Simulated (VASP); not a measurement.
# Si (I4/mmm) in VASP: notebook

Runs on Si. Level: r2SCAN. Tasks: single point.

Program: VASP 6.6.1. These are calculated values, not measurements. Logs are shortened: lines on timing, memory, paths and dates and some standing lists are left out, and cuts for length are marked.

## Step 1: The cell of the first run

The structure is tetragonal, space group I4/mmm (No. 139). Conventional cell: a = 6.455 Å, b = 6.455 Å, c = 3.728 Å, α = 90.00°, β = 90.00°, γ = 90.00°. Si (site symmetry m2m) has 4 Si at 2.27 to 2.31 Å within 3.0 Å.

## Step 2: Single point, r2SCAN (strain -0.030 along x and y, -0.030 along z)

POSCAR reads:

```
Si
1.0
   -3.2275097648      3.2275097648      1.8642241059
    3.2275097648     -3.2275097648      1.8642241059
    3.2275097648      3.2275097648     -1.8642241059
Si
4
Direct
    0.1787531995      0.1787531995      0.3575063991
    0.8212468005      0.8212468005      0.6424936010
    0.1787531995      0.8212468005      0.0000000000
    0.8212468005      0.1787531995      0.0000000000
```

INCAR.step1 reads:

```
SYSTEM = Si
PREC = Accurate
ENCUT = 520
ISMEAR = 0
SIGMA = 0.05
LREAL = .False.
LASPH = .True.
NELM = 80
NBANDS = 16
GGA = PE
ALGO = Normal
EDIFF = 1E-4
LWAVE = .True.
LCHARG = .False.
```

INCAR.step2 reads:

```
SYSTEM = Si
PREC = Accurate
ENCUT = 520
EDIFF = 1E-7
ISMEAR = 0
SIGMA = 0.05
LREAL = .False.
LASPH = .True.
NELM = 80
ALGO = Normal
ISIF = 2
LWAVE = .False.
LCHARG = .False.
METAGGA = R2SCAN
LMIXTAU = .True.
NBANDS = 16
ISTART = 1
```

KPOINTS reads:

```
regular mesh
0
Gamma
  10 10 10
  0 0 0
```

Potentials or basis: VASP PAW PBE potentials, release 64 (Si).

Run with:

```console
cat potpaw_PBE.64/Si/POTCAR > POTCAR
cp INCAR.step1 INCAR
mpirun -np 1 vasp_std > vasp.out
cp INCAR.step2 INCAR
mpirun -np 1 vasp_std > vasp.out
```

OUTCAR:

```text
SYSTEM = Si
   PREC = Accurate
   ENCUT = 520
   EDIFF = 1E-7
   ISMEAR = 0
   LREAL = .False.
   LASPH = .True.
   NELM = 80
   ISIF = 2
   METAGGA = R2SCAN
   ISTART = 1

 ion  position               nearest neighbor table
   1  0.179  0.179  0.358-   2 2.27   2 2.27   3 2.31   4 2.31
   2  0.821  0.821  0.642-   1 2.27   1 2.27   4 2.31   3 2.31
   3  0.179  0.821  0.000-   4 2.27   4 2.27   2 2.31   1 2.31
   4  0.821  0.179  0.000-   3 2.27   3 2.27   2 2.31   1 2.31

  LATTYP: Found a body centered tetragonal cell.
 ALAT       =     6.4550195296
 C/A-ratio  =     0.5776044820

  Lattice vectors:

 A1 = (  -3.2275097648,   3.2275097648,   1.8642241059)
 A2 = (   3.2275097648,  -3.2275097648,   1.8642241059)
 A3 = (   3.2275097648,   3.2275097648,  -1.8642241059)

Analysis of symmetry for initial positions (statically):
=====================================================================
 Subroutine PRICEL returns:
 Original cell was already a primitive cell.

 Routine SETGRP: Setting up the symmetry group for a
 body centered tetragonal supercell.

 Subroutine GETGRP returns: Found 16 space group operations
 (whereof 16 operations were pure point group operations)
 out of a pool of 16 trial point group operations.

The static configuration has the point symmetry D_4h.

Analysis of symmetry for dynamics (positions and initial velocities):
=====================================================================
 Subroutine PRICEL returns:
 Original cell was already a primitive cell.

 Routine SETGRP: Setting up the symmetry group for a
 body centered tetragonal supercell.

 Subroutine GETGRP returns: Found 16 space group operations
 (whereof 16 operations were pure point group operations)
 out of a pool of 16 trial point group operations.

The dynamic configuration has the point symmetry D_4h.

 Subroutine INISYM returns: Found 16 space group operations
 (whereof 16 operations are pure point group operations),
 and found     1 'primitive' translations

----------------------------------------------------------------------------------------

                                     Primitive cell

  volume of cell :      77.6771

  direct lattice vectors                    reciprocal lattice vectors
    -3.227509765  3.227509765  1.864224106     0.000000000  0.154918199  0.268208097
     3.227509765 -3.227509765  1.864224106     0.154918199  0.000000000  0.268208097
     3.227509765  3.227509765 -1.864224106     0.154918199  0.154918199  0.000000000

  length of vectors
     4.930412770  4.930412770  4.930412770     0.309734131  0.309734131  0.219087418

  position of ions in fractional coordinates (direct lattice)
     0.178753200  0.178753200  0.357506399
     0.821246800  0.821246800  0.642493601
     0.178753200  0.821246800  0.000000000
     0.821246800  0.178753200  0.000000000

  ion indices of the primitive-cell ions
   primitive index   ion index
                 1           1
                 2           2
                 3           3
                 4           4

----------------------------------------------------------------------------------------

 KPOINTS: regular mesh

Automatic generation of k-mesh.
 Grid dimensions read from file:
 generate k-points for:   10   10   10

 Generating k-lattice:

  Cartesian coordinates                     Fractional coordinates (reciprocal lattice)
     0.000000000  0.015491820  0.026820810     0.100000000  0.000000000 -0.000000000
     0.015491820  0.000000000  0.026820810     0.000000000  0.100000000 -0.000000000
     0.015491820  0.015491820  0.000000000     0.000000000  0.000000000  0.100000000

  Length of vectors
     0.030973413  0.030973413  0.021908742

  Shift w.r.t. Gamma in fractional coordinates (k-lattice)
     0.000000000  0.000000000  0.000000000

 Subroutine IBZKPT returns following result:
 ===========================================

 Found    102 irreducible k-points:

 Following reciprocal coordinates:
            Coordinates               Weight
  0.000000  0.000000  0.000000      1.000000
  0.100000 -0.000000  0.000000      8.000000
  0.200000 -0.000000  0.000000      8.000000
  0.300000 -0.000000  0.000000      8.000000
  0.400000  0.000000  0.000000      8.000000
  0.500000 -0.000000  0.000000      4.000000
[... 16 lines left out ...]
  0.300000  0.300000  0.000000      8.000000
  0.400000  0.300000  0.000000     16.000000
 [... further k-points ...]
   k-points           NKPTS =    102   k-points in BZ     NKDIM =    102   number of bands    NBANDS=     16
   number of dos      NEDOS =    301   number of ions     NIONS =      4
   total plane-waves  NPLWV =  64000
   dimension x,y,z NGX =    40 NGY =   40 NGZ =   40
   dimension x,y,z NGXF=    80 NGYF=   80 NGZF=   80
   ions per type =               4
   NGX,Y,Z   is equivalent  to a cutoff of  13.49, 13.49, 13.49 a.u.
   NGXF,Y,Z  is equivalent  to a cutoff of  26.97, 26.97, 26.97 a.u.
 SYSTEM =  Si
   PREC   = accura    normal or accurate (medium, high low for compatibility)
   ISTART =      1    job   : 0-new  1-cont  2-samecut
   ICHARG =      0    charge: 1-file 2-atom 10-const
   ISPIN  =      1    spin polarized calculation?
   LNONCOLLINEAR =      F non collinear calculations
   LSORBIT =      F    spin-orbit coupling
   LASPH  =      T    aspherical Exc in radial PAW
   ENCUT  =  520.0 eV  38.22 Ry    6.18 a.u.   9.17  9.17  9.17*2*pi/ulx,y,z
   NELM   =     80;   NELMIN=  2; NELMDL=  0     # of ELM steps
   EDIFF  = 0.1E-06   stopping-criterion for ELM
   LREAL  =      F    real-space projection
   EDIFFG = 0.1E-05   stopping-criterion for IOM
   NSW    =      0    number of steps for IOM
   IBRION =     -1    ionic relax: 0-MD 1-quasi-New 2-CG
   NFREE  =      0    steps in history (QN), initial steepest desc. (CG)
   ISIF   =      2    stress and relaxation
   ISYM   =      2    0-nonsym 1-usesym 2-fastsym
   POTIM  = 0.5000    time-step for ionic-motion
   TEBEG  =    0.0;   TEEND  =   0.0 temperature during run
   PSTRESS=    0.0 pullay stress
   NELECT =      16.0000    total number of electrons
   NUPDOWN=      -1.0000    fix difference up-down
   EMIN   =  10.00;   EMAX   =-10.00  energy-range for DOS
   EFERMI =   0.00;   METHOD = LEGACY
   ISMEAR =     0;   SIGMA  =   0.05  broadening in eV -4-tet -1-fermi 0-gaus
   EFERMI_NEDOS =   21; number of points for ismear=-14 and -15
   IALGO  =     38    algorithm
   IMIX   =      4    mixing-type and parameters
     AMIX     =   0.40;   BMIX     =  1.00
     AMIX_MAG =   1.60;   BMIX_MAG =  1.00
  volume/ion in A,a.u.               =      19.42       131.05
  Fermi-wavevector in a.u.,A,eV,Ry     =   0.966831  1.827045 12.718203  0.934762
  Thomas-Fermi vector in A             =   2.096665
   LORBIT       =      0    0 simple, 1 ext, 2 COOP (PROOUT), +10 PAW based schemes
   METAGGA = R2SCAN    functional components
   LHFCALC =     F    Hartree Fock is set to
   AEXX    =    0.0000 exact exchange contribution
   IVDW    =     0    specifies the selected vdW correction
   LEPSILON=     F    determine dielectric tensor
   LRPA    =     F    only Hartree local field effects (RPA)
 non-spin polarized calculation
 Gauss-broadening in eV      SIGMA  =   0.05
  energy-cutoff  :      520.00
  volume of cell :       77.68
 maximum number of plane-waves:      2110
 NGX is ok and might be reduce to    40
   NGX = 19   NGY = 19   NGZ = 19

 number of electron      16.0000000 magnetization

 Free energy of the ion-electron system (eV)
  ---------------------------------------------------
  ext. energy  EPLUGINS =         0.00000000
  ---------------------------------------------------
  free energy    TOTEN  =       -34.42816220 eV

  energy without entropy =      -34.42815492  energy(sigma->0) =      -34.42815856

 E-fermi :   6.4136     XC(G=0):  -9.8930

 val. band max:        6.3296147606   @ k =   0.5000   0.5000   0.5000
 cond. band min:       6.5142646843   @ k =  -0.1000  -0.2000   0.1000
 fundamental gap:      0.1846499237
 Fermi energy:         6.4135608123

 k-point     1 :       0.0000    0.0000    0.0000
  band No.  band energies     occupation
      1      -7.0059      2.00000
      2      -2.1077      2.00000
      3       0.2327      2.00000
      4       0.2327      2.00000
      5       1.9603      2.00000
      6       4.6180      2.00000
[... 8 lines left out ...]
     15      11.9557      0.00000
     16      14.0824      0.00000

 k-point     2 :       0.1000   -0.0000    0.0000
  band No.  band energies     occupation
      1      -6.8804      2.00000
      2      -2.1476      2.00000
      3       0.0750      2.00000
      4       0.4454      2.00000
      5       2.0850      2.00000
      6       3.9302      2.00000
[... 8 lines left out ...]
     15      11.4752      0.00000
     16      14.6849      0.00000

 k-point     3 :       0.2000   -0.0000    0.0000
  band No.  band energies     occupation
      1      -6.5099      2.00000
      2      -2.1826      2.00000
      3      -0.3612      2.00000
      4       0.8244      2.00000
      5       2.2833      2.00000
      6       2.7068      2.00000
[... 8 lines left out ...]
     15      12.0552      0.00000
     16      14.2543      0.00000

 k-point     4 :       0.3000   -0.0000    0.0000
  band No.  band energies     occupation
      1      -5.9198      2.00000
      2      -2.1032      2.00000
      3      -1.1282      2.00000
      4       0.6279      2.00000
      5       1.7792      2.00000
      6       2.3895      2.00000
[... 8 lines left out ...]
     15      13.1382      0.00000
     16      14.0182      0.00000
[... 324 lines left out ...]
 k-point    22 :      -0.2000    0.2000    0.0000
  band No.  band energies     occupation
      1      -6.7587      2.00000
      2      -3.0463      2.00000
      3       0.2804      2.00000
      4       0.4391      2.00000
      5       3.0792      2.00000
      6       4.3667      2.00000
[... 8 lines left out ...]
     15      12.4628      0.00000
     16      14.9591      0.00000

 k-point    23 :       0.3000    0.3000    0.0000
  band No.  band energies     occupation
      1      -4.6474      2.00000
      2      -3.0813      2.00000
      3      -2.1837      2.00000
      4       0.1577      2.00000
      5       1.2281      2.00000
      6       3.0185      2.00000
[... 8 lines left out ...]
     15      13.5759      0.00000
     16      14.9800      0.00000

 k-point    24 :       0.4000    0.3000    0.0000
  band No.  band energies     occupation
      1      -5.0951      2.00000
      2      -3.7403      2.00000
      3      -1.4165      2.00000
      4       0.8779      2.00000
      5       1.5073      2.00000
      6       2.8614      2.00000
[... 8 lines left out ...]
     15      13.0179      0.00000
     16      14.0474      0.00000

 [... further k-points ...]
[... 5 lines left out ...]
  --------------------------------------------------------------------------------------
  -------------------------------------------------------------------------------------
  Total        4.5871439      4.5871439      4.8725265      0.0000000      0.0000000      0.0000000
  in kB       94.6149367     94.6149367    100.5012702      0.0000000      0.0000000      0.0000000
  external PRESSURE =      96.5770478 kB  Pullay stress =       0.0000000 kB

 VOLUME and BASIS-vectors are now :
 -----------------------------------------------------------------------------
  energy-cutoff  :      520.00
  volume of cell :       77.68
      direct lattice vectors                 reciprocal lattice vectors
    -3.227509765  3.227509765  1.864224106     0.000000000  0.154918199  0.268208097
     3.227509765 -3.227509765  1.864224106     0.154918199  0.000000000  0.268208097
     3.227509765  3.227509765 -1.864224106     0.154918199  0.154918199  0.000000000

 POSITION                                       TOTAL-FORCE (eV/Angst)
 -----------------------------------------------------------------------------------
      1.15386      1.15386     -0.00000         0.104988      0.104988     -0.000000
      2.07365      2.07365      1.86422        -0.104988     -0.104988      0.000000
      2.07365     -2.07365      1.86422        -0.104988      0.104988      0.000000
     -2.07365      2.07365      1.86422         0.104988     -0.104988      0.000000
 -----------------------------------------------------------------------------------
    total drift:                               -0.000000     -0.000000      0.000000

  FREE ENERGIE OF THE ION-ELECTRON SYSTEM (eV)
  ---------------------------------------------------
  free  energy   TOTEN  =       -34.4281621978 eV

  energy  without entropy=      -34.4281549244  energy(sigma->0) =      -34.42815856
```

Run time: 11 min. Hardware: 1 thread of Intel Xeon Platinum 8259CL at 2.50GHz (Skylake/Cascade Lake), shared host; peak memory 0.29 GiB.

What came out:

```yaml
Free_energy: -34.4282 eV
Pressure: 9.7 GPa
Largest_force: 0.148 eV/Å
Band_gap_on_the_k_mesh: 0.18 eV (least direct gap 0.48 eV)
```

Forces in eV/Å, atoms in the order of the input:
```
Si   0.105  0.105  0.000
Si  -0.105 -0.105  0.000
Si  -0.105  0.105  0.000
Si   0.105 -0.105  0.000
```

Stress tensor (GPa, compression positive):
```
 9.46  0.00  0.00
 0.00  9.46  0.00
 0.00  0.00 10.05
```

Caveat: the cell differs from its parent crystal (strain -0.030 along x and y, -0.030 along z); the cell stands under pressure; the PAW data sets were made with another functional, which shifts forces and pressure a little. A k mesh can miss the band edges.

## Step 3: Single point, r2SCAN (strain -0.030 along x and y, -0.015 along z)

POSCAR reads:

```
Si
1.0
   -3.2275097648      3.2275097648      1.8930523137
    3.2275097648     -3.2275097648      1.8930523137
    3.2275097648      3.2275097648     -1.8930523137
Si
4
Direct
    0.1787531995      0.1787531995      0.3575063991
    0.8212468005      0.8212468005      0.6424936010
    0.1787531995      0.8212468005      0.0000000000
    0.8212468005      0.1787531995      0.0000000000
```

INCAR.step1 reads:

```
SYSTEM = Si
ALGO = Normal
EDIFF = 1E-4
ENCUT = 520
GGA = PE
ISMEAR = 0
LASPH = .True.
LCHARG = .False.
LREAL = .False.
LWAVE = .True.
NBANDS = 16
NELM = 100
PREC = Accurate
SIGMA = 0.05
```

INCAR.step2 reads:

```
SYSTEM = Si
ALGO = Normal
EDIFF = 1E-6
ENCUT = 520
ISIF = 2
ISMEAR = 0
ISTART = 1
LASPH = .True.
LCHARG = .False.
LMIXTAU = .True.
LREAL = .False.
LWAVE = .False.
METAGGA = R2SCAN
NBANDS = 16
NELM = 100
PREC = Accurate
SIGMA = 0.05
```

KPOINTS reads:

```
k-points
0
Gamma
  10 10 10
  0 0 0
```

Potentials or basis: VASP PAW PBE potentials, release 64 (Si).

Run with:

```console
cat potpaw_PBE.64/Si/POTCAR > POTCAR
cp INCAR.step1 INCAR
mpirun -np 1 vasp_std > vasp.out
cp INCAR.step2 INCAR
mpirun -np 1 vasp_std > vasp.out
```

Wall time 12 min (1 thread of Intel Xeon Platinum 8259CL at 2.50GHz (Skylake/Cascade Lake), shared host); peak memory 0.29 GiB.

It converged, with:

- Free energy: -34.4868 eV
- Pressure: 7.7 GPa
- Largest force: 0.352 eV/Å
- Band gap on the k mesh: 0.20 eV (least direct gap 0.30 eV)

Forces in eV/Å, atoms in the order of the input:
```
Si   0.249  0.249  0.000
Si  -0.249 -0.249  0.000
Si  -0.249  0.249  0.000
Si   0.249 -0.249  0.000
```

Stress tensor (GPa, compression positive):
```
8.71 0.00 0.00
0.00 8.71 0.00
0.00 0.00 5.67
```

Levels at points of the mesh, in eV from the valence-band top:
```csv
k point,band 5,band 6,band 7,band 8,band 9,band 10,band 11,band 12
"(0.00, 0.00, 0.00)",-4.33,-1.80,-1.80,-0.75,1.29,2.06,2.06,2.43
"(0.50, 0.00, 0.00)",-4.97,-3.96,-2.79,-1.60,0.89,2.80,3.25,3.69
"(0.50, 0.50, 0.00)",-3.27,-2.42,-2.09,-1.97,1.75,1.98,2.19,4.52
"(0.50, 0.50, 0.50)",-3.50,-0.30,0.00,0.00,0.30,4.03,4.23,4.72
```

Caveat: the cell differs from its parent crystal (strain -0.030 along x and y, -0.015 along z); the cell stands under pressure; the PAW data sets were made with another functional, which shifts forces and pressure a little. A k mesh can miss the band edges.

## Step 4: Single point, r2SCAN (strain -0.030 along x and y, +0.000 along z)

POSCAR reads:

```
Si
1.0
   -3.2275097648      3.2275097648      1.9218805215
    3.2275097648     -3.2275097648      1.9218805215
    3.2275097648      3.2275097648     -1.9218805215
Si
4
Direct
    0.1787531995      0.1787531995      0.3575063991
    0.8212468005      0.8212468005      0.6424936010
    0.1787531995      0.8212468005      0.0000000000
    0.8212468005      0.1787531995      0.0000000000
```

INCAR.step1 reads:

```
SYSTEM = Si
PREC = Accurate
ENCUT = 520
ISMEAR = 0
SIGMA = 0.05
LREAL = .False.
LASPH = .True.
NELM = 80
NBANDS = 16
GGA = PE
ALGO = Normal
EDIFF = 1E-4
LWAVE = .True.
LCHARG = .False.
```

INCAR.step2 reads:

```
SYSTEM = Si
PREC = Accurate
ENCUT = 520
EDIFF = 1E-7
ISMEAR = 0
SIGMA = 0.05
LREAL = .False.
LASPH = .True.
NELM = 80
ALGO = Normal
ISIF = 2
LWAVE = .False.
LCHARG = .True.
METAGGA = R2SCAN
LMIXTAU = .True.
LELF = .True.
LVHAR = .True.
NBANDS = 16
ISTART = 1
```

KPOINTS reads:

```
regular mesh
0
Gamma
  10 10 10
  0 0 0
```

Run with:

```console
cat potpaw_PBE.64/Si/POTCAR > POTCAR
cp INCAR.step1 INCAR
mpirun -np 1 vasp_std > vasp.out
cp INCAR.step2 INCAR
mpirun -np 1 vasp_std > vasp.out
```

It took 10 min on 1 thread of Intel Xeon Platinum 8259CL at 2.50GHz (Skylake/Cascade Lake), shared host; peak memory 0.3 GiB.

The run converged. Its results:

```yaml
Free_energy: -34.5141 eV
Pressure: 5.9 GPa
Largest_force: 0.531 eV/Å
Band_gap_on_the_k_mesh: 0.14 eV
```

Forces on the atoms (eV/Å):
```
Si   0.375  0.375  0.000
Si  -0.375 -0.375  0.000
Si  -0.375  0.375  0.000
Si   0.375 -0.375  0.000
```

Stress tensor (GPa, compression positive):
```
8.05 0.00 0.00
0.00 8.05 0.00
0.00 0.00 1.71
```

Levels at points of the mesh, in eV from the valence-band top:
| k point | band 5 | band 6 | band 7 | band 8 | band 9 | band 10 | band 11 | band 12 |
| --- | --- | --- | --- | --- | --- | --- | --- | --- |
| (0.00, 0.00, 0.00) | -4.30 | -1.87 | -1.87 | -0.79 | 1.15 | 2.01 | 2.01 | 2.41 |
| (0.50, 0.00, 0.00) | -4.91 | -3.92 | -2.80 | -1.54 | 0.92 | 2.84 | 3.28 | 3.70 |
| (0.50, 0.50, 0.00) | -3.22 | -2.51 | -2.05 | -2.00 | 1.60 | 1.85 | 2.19 | 4.50 |
| (0.50, 0.50, 0.50) | -3.59 | -0.35 | 0.00 | 0.00 | 0.14 | 4.04 | 4.14 | 4.60 |

Caveat: the cell differs from its parent crystal (strain -0.030 along x and y, +0.000 along z); the cell stands under pressure; the PAW data sets were made with another functional, which shifts forces and pressure a little. A k mesh can miss the band edges.

## Step 5: Overview

```tsv
cell	gap on the mesh (eV)	pressure (GPa)	largest force (eV/Å)
a = 4.930 Å, angles 98.2, 98.2, 135.6°, 4 atoms	0.18	9.7	0.15
a = 4.941 Å, angles 98.4, 98.4, 134.9°, 4 atoms	0.20	7.7	0.35
a = 4.953 Å, angles 98.7, 98.7, 134.3°, 4 atoms	0.14	5.9	0.53
```

Alike in all rows: task single point; level r2SCAN; potentials or basis VASP PAW PBE potentials, release 64 (Si); no spin polarisation; k mesh 10 × 10 × 10; cutoff (eV) 520; smearing gaussian 0.05 eV.

Caveats: the cell stands under pressure; the PAW data sets were made with another functional, which shifts forces and pressure a little.

Total energies depend on the potentials used, so only differences within one code and one set of settings carry meaning.
